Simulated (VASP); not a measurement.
The system is Au.

```
Au
1.0
     2.90000    0.00000    0.00000
    -1.45000    2.51147    0.00000
     0.00000    0.00000    4.88000
Au
2
Direct
  0.66667 0.33333 0.25000
  0.33333 0.66667 0.75000
```

Base run:

```yaml
Program: VASP 6.6.1
Functional: r2SCAN
Potentials_or_basis: VASP PAW PBE potentials, release 64 (Au)
Cutoff: 520 eV
k_mesh: 11 × 11 × 6
Occupations: fermi-dirac, width 0.05 eV
Spin: no spin polarisation
```

Its results: band gap on the k mesh zero (band 11 reaches 12.46 eV, above the bottom of band 12 at 5.84 eV); pressure -1.4 GPa.

The run is repeated on the same cell with these changes: functional from r2SCAN to LDA; potentials or basis from VASP PAW PBE potentials, release 64 (Au) to VASP PAW LDA potentials, release 64 (Au). What comes out?

Band gap on the k mesh zero (band 11 reaches 12.18 eV, above the bottom of band 12 at 6.01 eV); pressure -10.4 GPa.

Caveats: spin-orbit coupling is left out, which moves the levels of the heavy elements; the PAW data sets were made with another functional, which shifts forces and pressure a little (some runs).
